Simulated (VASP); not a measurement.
# ZrSi2 (P6/mmm) in VASP: a series of runs

The runs below take ZrSi2 through single point, relaxation of cell and atoms, with r2SCAN.

All numbers are computed with VASP 6.6.1; they aren't measurements. Logs are shortened: lines on timing, memory, paths and dates and some standing lists are left out, and cuts for length are marked.

**1. The cell of the first run**

Symmetry: P6/mmm, No. 191, hexagonal system. Conventional cell: a = 3.732 Å, b = 3.732 Å, c = 4.029 Å, α = 90.00°, β = 90.00°, γ = 120.00°. Zr (site symmetry 6/mmm) has 12 Si at 2.95 Å and 6 Zr at 3.73 Å within 3.9 Å. Si (site symmetry -6m2) has 3 Si at 2.15 Å within 2.9 Å.

**2. Single point, r2SCAN**

POSCAR reads:

```
ZrSi2
1.0
    3.7316759159      0.0000000000      0.0000000000
   -1.8658379580      3.2317261419      0.0000000000
    0.0000000000      0.0000000000      4.0292181817
Zr Si
1 2
Direct
    0.0000000000      0.0000000000      0.0000000000
    0.3333333333      0.6666666667      0.5000000000
    0.6666666667      0.3333333333      0.5000000000
```

INCAR.step1 reads:

```
SYSTEM = ZrSi2
PREC = Accurate
ENCUT = 520
ISMEAR = 0
SIGMA = 0.1
LREAL = .FALSE.
LASPH = .TRUE.
NELM = 100
NBANDS = 17
GGA = PE
ALGO = Normal
EDIFF = 1E-4
LWAVE = .TRUE.
LCHARG = .FALSE.
```

INCAR.step2 reads:

```
SYSTEM = ZrSi2
PREC = Accurate
ENCUT = 520
EDIFF = 1E-6
ISMEAR = 0
SIGMA = 0.1
LREAL = .FALSE.
LASPH = .TRUE.
NELM = 100
ALGO = Normal
ISIF = 2
LWAVE = .FALSE.
LCHARG = .FALSE.
METAGGA = R2SCAN
LMIXTAU = .TRUE.
NBANDS = 17
ISTART = 1
```

KPOINTS reads:

```
Automatic mesh
0
G
  6 6 4
  0 0 0
```

Potentials or basis: VASP PAW PBE potentials, release 64 (Zr_sv, Si).

The run is started by

```
> cat potpaw_PBE.64/Zr_sv/POTCAR potpaw_PBE.64/Si/POTCAR > POTCAR
> cp INCAR.step1 INCAR
> mpirun -np 1 vasp_std > vasp.out
> cp INCAR.step2 INCAR
> mpirun -np 1 vasp_std > vasp.out
```

OUTCAR:

```text
SYSTEM = ZrSi2
   PREC = Accurate
   ENCUT = 520
   EDIFF = 1E-6
   ISMEAR = 0
   LREAL = .FALSE.
   LASPH = .TRUE.
   NELM = 100
   ISIF = 2
   METAGGA = R2SCAN
   ISTART = 1

 ion  position               nearest neighbor table
   1  0.000  0.000  0.000-   2 2.95   3 2.95   2 2.95   3 2.95   3 2.95   3 2.95   2 2.95   2 2.95
                             3 2.95   3 2.95   2 2.95   2 2.95
   2  0.333  0.667  0.500-   3 2.15   3 2.15   3 2.15   1 2.95   1 2.95   1 2.95   1 2.95   1 2.95
                             1 2.95
   3  0.667  0.333  0.500-   2 2.15   2 2.15   2 2.15   1 2.95   1 2.95   1 2.95   1 2.95   1 2.95
                             1 2.95

  LATTYP: Found a hexagonal cell.
 ALAT       =     3.7316759159
 C/A-ratio  =     1.0797342193

  Lattice vectors:

 A1 = (   3.7316759159,   0.0000000000,   0.0000000000)
 A2 = (  -1.8658379580,   3.2317261419,   0.0000000000)
 A3 = (   0.0000000000,   0.0000000000,   4.0292181817)

Analysis of symmetry for initial positions (statically):
=====================================================================
 Subroutine PRICEL returns:
 Original cell was already a primitive cell.

 Routine SETGRP: Setting up the symmetry group for a
 hexagonal supercell.

 Subroutine GETGRP returns: Found 24 space group operations
 (whereof 24 operations were pure point group operations)
 out of a pool of 24 trial point group operations.

The static configuration has the point symmetry D_6h.

Analysis of symmetry for dynamics (positions and initial velocities):
=====================================================================
 Subroutine PRICEL returns:
 Original cell was already a primitive cell.

 Routine SETGRP: Setting up the symmetry group for a
 hexagonal supercell.

 Subroutine GETGRP returns: Found 24 space group operations
 (whereof 24 operations were pure point group operations)
 out of a pool of 24 trial point group operations.

The dynamic configuration has the point symmetry D_6h.

 Subroutine INISYM returns: Found 24 space group operations
 (whereof 24 operations are pure point group operations),
 and found     1 'primitive' translations

----------------------------------------------------------------------------------------

                                     Primitive cell

  volume of cell :      48.5914

  direct lattice vectors                    reciprocal lattice vectors
     3.731675916  0.000000000  0.000000000     0.267976111  0.154716080  0.000000000
    -1.865837958  3.231726142  0.000000000     0.000000000  0.309432160  0.000000000
     0.000000000  0.000000000  4.029218182     0.000000000  0.000000000  0.248187106

  length of vectors
     3.731675916  3.731675916  4.029218182     0.309432160  0.309432160  0.248187106

  position of ions in fractional coordinates (direct lattice)
     0.000000000  0.000000000  0.000000000
     0.333333333  0.666666667  0.500000000
     0.666666667  0.333333333  0.500000000

  ion indices of the primitive-cell ions
   primitive index   ion index
                 1           1
                 2           2
                 3           3

----------------------------------------------------------------------------------------

 KPOINTS: Automatic mesh

Automatic generation of k-mesh.
 Grid dimensions read from file:
 generate k-points for:    6    6    4

 Generating k-lattice:

  Cartesian coordinates                     Fractional coordinates (reciprocal lattice)
     0.044662685  0.025786013  0.000000000     0.166666667  0.000000000  0.000000000
     0.000000000  0.051572027  0.000000000     0.000000000  0.166666667  0.000000000
     0.000000000  0.000000000  0.062046777     0.000000000  0.000000000  0.250000000

  Length of vectors
     0.051572027  0.051572027  0.062046777

  Shift w.r.t. Gamma in fractional coordinates (k-lattice)
     0.000000000  0.000000000  0.000000000

 Subroutine IBZKPT returns following result:
 ===========================================

 Found     21 irreducible k-points:

 Following reciprocal coordinates:
            Coordinates               Weight
  0.000000  0.000000  0.000000      1.000000
  0.166667  0.000000  0.000000      6.000000
  0.333333  0.000000  0.000000      6.000000
  0.500000 -0.000000  0.000000      3.000000
  0.166667  0.166667  0.000000      6.000000
  0.333333  0.166667  0.000000     12.000000
[... 13 lines left out ...]
  0.333333  0.166667  0.500000     12.000000
  0.333333  0.333333  0.500000      2.000000
   k-points           NKPTS =     21   k-points in BZ     NKDIM =     21   number of bands    NBANDS=     17
   number of dos      NEDOS =    301   number of ions     NIONS =      3
   total plane-waves  NPLWV =  23520
   dimension x,y,z NGX =    28 NGY =   28 NGZ =   30
   dimension x,y,z NGXF=    56 NGYF=   56 NGZF=   60
   ions per type =               1   2
   NGX,Y,Z   is equivalent  to a cutoff of  12.47, 12.47, 12.38 a.u.
   NGXF,Y,Z  is equivalent  to a cutoff of  24.95, 24.95, 24.76 a.u.
 SYSTEM =  ZrSi2
   PREC   = accura    normal or accurate (medium, high low for compatibility)
   ISTART =      1    job   : 0-new  1-cont  2-samecut
   ICHARG =      0    charge: 1-file 2-atom 10-const
   ISPIN  =      1    spin polarized calculation?
   LNONCOLLINEAR =      F non collinear calculations
   LSORBIT =      F    spin-orbit coupling
   LASPH  =      T    aspherical Exc in radial PAW
   ENCUT  =  520.0 eV  38.22 Ry    6.18 a.u.   6.94  6.94  7.49*2*pi/ulx,y,z
   NELM   =    100;   NELMIN=  2; NELMDL=  0     # of ELM steps
   EDIFF  = 0.1E-05   stopping-criterion for ELM
   LREAL  =      F    real-space projection
   EDIFFG = 0.1E-04   stopping-criterion for IOM
   NSW    =      0    number of steps for IOM
   IBRION =     -1    ionic relax: 0-MD 1-quasi-New 2-CG
   NFREE  =      0    steps in history (QN), initial steepest desc. (CG)
   ISIF   =      2    stress and relaxation
   ISYM   =      2    0-nonsym 1-usesym 2-fastsym
   POTIM  = 0.5000    time-step for ionic-motion
   TEBEG  =    0.0;   TEEND  =   0.0 temperature during run
   PSTRESS=    0.0 pullay stress
   NELECT =      20.0000    total number of electrons
   NUPDOWN=      -1.0000    fix difference up-down
   EMIN   =  10.00;   EMAX   =-10.00  energy-range for DOS
   EFERMI =   0.00;   METHOD = LEGACY
   ISMEAR =     0;   SIGMA  =   0.10  broadening in eV -4-tet -1-fermi 0-gaus
   EFERMI_NEDOS =   21; number of points for ismear=-14 and -15
   IALGO  =     38    algorithm
   IMIX   =      4    mixing-type and parameters
     AMIX     =   0.40;   BMIX     =  1.00
     AMIX_MAG =   1.60;   BMIX_MAG =  1.00
  volume/ion in A,a.u.               =      16.20       109.30
  Fermi-wavevector in a.u.,A,eV,Ry     =   1.217769  2.301251 20.176929  1.482962
  Thomas-Fermi vector in A             =   2.353079
   LORBIT       =      0    0 simple, 1 ext, 2 COOP (PROOUT), +10 PAW based schemes
   METAGGA = R2SCAN    functional components
   LHFCALC =     F    Hartree Fock is set to
   AEXX    =    0.0000 exact exchange contribution
   IVDW    =     0    specifies the selected vdW correction
   LEPSILON=     F    determine dielectric tensor
   LRPA    =     F    only Hartree local field effects (RPA)
 non-spin polarized calculation
 Gauss-broadening in eV      SIGMA  =   0.10
  energy-cutoff  :      520.00
  volume of cell :       48.59
 maximum number of plane-waves:      1326
 NGX is ok and might be reduce to    28
   NGX = 13   NGY = 13   NGZ = 15

 number of electron      20.0000001 magnetization

 Free energy of the ion-electron system (eV)
  ---------------------------------------------------
  ext. energy  EPLUGINS =         0.00000000
  ---------------------------------------------------
  free energy    TOTEN  =       -40.51436595 eV

  energy without entropy =      -40.50550102  energy(sigma->0) =      -40.50993348

 E-fermi :  10.9997     XC(G=0): -12.0942

 val. band max:       10.9837701834   @ k =   0.5000  -0.0000   0.0000
 cond. band min:      11.0107883634   @ k =   0.3333   0.3333   0.0000
 fundamental gap:      0.0270181801
 Fermi energy:        10.9997005739

 k-point     1 :       0.0000    0.0000    0.0000
  band No.  band energies     occupation
      1     -40.3630      2.00000
      2     -17.7554      2.00000
      3     -17.6364      2.00000
      4     -17.6364      2.00000
      5      -3.4170      2.00000
      6       6.9755      2.00000
[... 9 lines left out ...]
     16      13.3003      0.00000
     17      15.0994      0.00000

 k-point     2 :       0.1667    0.0000    0.0000
  band No.  band energies     occupation
      1     -40.3591      2.00000
      2     -17.7466      2.00000
      3     -17.6900      2.00000
      4     -17.6486      2.00000
      5      -2.9945      2.00000
      6       5.2728      2.00000
[... 9 lines left out ...]
     16      14.5648      0.00000
     17      15.8354      0.00000

 k-point     3 :       0.3333    0.0000    0.0000
  band No.  band energies     occupation
      1     -40.3513      2.00000
      2     -17.7949      2.00000
      3     -17.7288      2.00000
      4     -17.6727      2.00000
      5      -1.7916      2.00000
      6       2.6421      2.00000
[... 9 lines left out ...]
     16      16.2778      0.00000
     17      17.2230      0.00000

 k-point     4 :       0.5000   -0.0000    0.0000
  band No.  band energies     occupation
      1     -40.3474      2.00000
      2     -17.8464      2.00000
      3     -17.7199      2.00000
      4     -17.6847      2.00000
      5      -0.3306      2.00000
      6       0.6692      2.00000
[... 9 lines left out ...]
     16      17.6761      0.00000
     17      19.7003      0.00000
[... 283 lines left out ...]
      1     -40.3500      2.00000
      2     -17.8211      2.00000
      3     -17.7445      2.00000
      4     -17.6681      2.00000
      5      -1.5981      2.00000
      6       3.9103      2.00000
[... 9 lines left out ...]
     16      16.4569      0.00000
     17      16.4777      0.00000

 k-point    20 :       0.3333    0.1667    0.5000
  band No.  band energies     occupation
      1     -40.3443      2.00000
      2     -17.8020      2.00000
      3     -17.7995      2.00000
      4     -17.7019      2.00000
      5      -0.6163      2.00000
      6       1.9135      2.00000
[... 9 lines left out ...]
     16      15.3007      0.00000
     17      17.4404      0.00000

 k-point    21 :       0.3333    0.3333    0.5000
  band No.  band energies     occupation
      1     -40.3424      2.00000
      2     -17.7924      2.00000
      3     -17.7673      2.00000
      4     -17.7673      2.00000
      5       0.5602      2.00000
      6       0.5602      2.00000
[... 9 lines left out ...]
     16      15.3923      0.00000
     17      17.0244      0.00000

------------------------ aborting loop because EDIFF is reached ----------------------------------------

  FORCE on cell =-STRESS in cart. coord.  units (eV):
  Direction    XX          YY          ZZ          XY          YZ          ZX
  --------------------------------------------------------------------------------------
  -------------------------------------------------------------------------------------
  Total        6.2832613      6.2832613     -3.8222855     -0.0000000      0.0000000      0.0000000
  in kB      207.1745693    207.1745693   -126.0301475     -0.0000000      0.0000000      0.0000000
  external PRESSURE =      96.1063303 kB  Pullay stress =       0.0000000 kB

 VOLUME and BASIS-vectors are now :
 -----------------------------------------------------------------------------
  energy-cutoff  :      520.00
  volume of cell :       48.59
      direct lattice vectors                 reciprocal lattice vectors
     3.731675916  0.000000000  0.000000000     0.267976111  0.154716080  0.000000000
    -1.865837958  3.231726142  0.000000000     0.000000000  0.309432160  0.000000000
     0.000000000  0.000000000  4.029218182     0.000000000  0.000000000  0.248187106

 POSITION                                       TOTAL-FORCE (eV/Angst)
 -----------------------------------------------------------------------------------
      0.00000      0.00000      0.00000        -0.000000      0.000000      0.000000
     -0.00000      2.15448      2.01461        -0.000000      0.000000      0.000000
      1.86584      1.07724      2.01461         0.000000      0.000000      0.000000
 -----------------------------------------------------------------------------------
    total drift:                               -0.000000      0.000000      0.000000

  FREE ENERGIE OF THE ION-ELECTRON SYSTEM (eV)
  ---------------------------------------------------
  free  energy   TOTEN  =       -40.5143659502 eV

  energy  without entropy=      -40.5055010196  energy(sigma->0) =      -40.50993348
```

It took 62 s on 1 thread of Intel Xeon Platinum 8559C (Emerald Rapids), shared host; peak memory 0.16 GiB.

Results:

| Item | Value |
| --- | --- |
| Free energy | -40.5144 eV |
| Pressure | 9.6 GPa |
| Band gap on the k mesh | zero (band 10 reaches 12.32 eV, above the bottom of band 11 at 10.18 eV) |

Levels at points of the mesh, in eV from the Fermi level:
| k point | band 6 | band 7 | band 8 | band 9 | band 10 | band 11 | band 12 | band 13 | band 14 | band 15 |
| --- | --- | --- | --- | --- | --- | --- | --- | --- | --- | --- |
| (0.00, 0.00, 0.00) | -4.02 | -4.02 | -4.02 | -3.09 | 0.70 | 0.97 | 0.97 | 1.09 | 1.09 | 2.30 |
| (0.50, 0.00, 0.00) | -10.33 | -4.81 | -4.32 | -3.60 | -0.02 | 0.02 | 1.80 | 2.27 | 2.48 | 3.15 |
| (0.00, 0.00, 0.50) | -7.83 | -2.99 | -2.99 | -1.84 | -1.84 | -0.58 | -0.58 | 0.89 | 2.16 | 3.66 |
| (0.50, 0.00, 0.50) | -9.27 | -5.60 | -4.63 | -4.40 | -0.52 | 1.46 | 2.55 | 3.03 | 3.28 | 3.57 |

Caveat: the k points lie up to 0.39 Å⁻¹ apart; the PAW data sets were made with another functional, which shifts forces and pressure a little.

[end of part 1 of 3]
